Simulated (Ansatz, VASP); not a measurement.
Two plane-wave programs on ZrB

```
Zr B
1.0
     0.00000    2.32500    2.32500
     2.32500    0.00000    2.32500
     2.32500    2.32500    0.00000
Zr B
1 1
Cartesian
  0.0000 0.0000 0.0000
  2.3250 2.3250 2.3250
```

Alike in both runs: functional PBEsol; k mesh 10 × 10 × 10; occupations fermi-dirac, width 0.05 eV; non-collinear spin, spin-orbit coupling.

|  | VASP | Ansatz |
| --- | --- | --- |
| version | VASP 6.6.1 | Ansatz 0.2.0 |
| potentials or method | VASP PAW PBE potentials, release 64 (Zr_sv, B) | Ansatz PAW |
| plane-wave cutoff (eV) | 520 | 420 |
| valence electrons in the cell | 15 | 15 |
| task | single point | band structure |

```csv
,VASP,Ansatz,Ansatz less VASP
net moment per atom (μB),0.00,0.00,0.000
```

VASP's potentials were made for PBE, not for PBEsol.
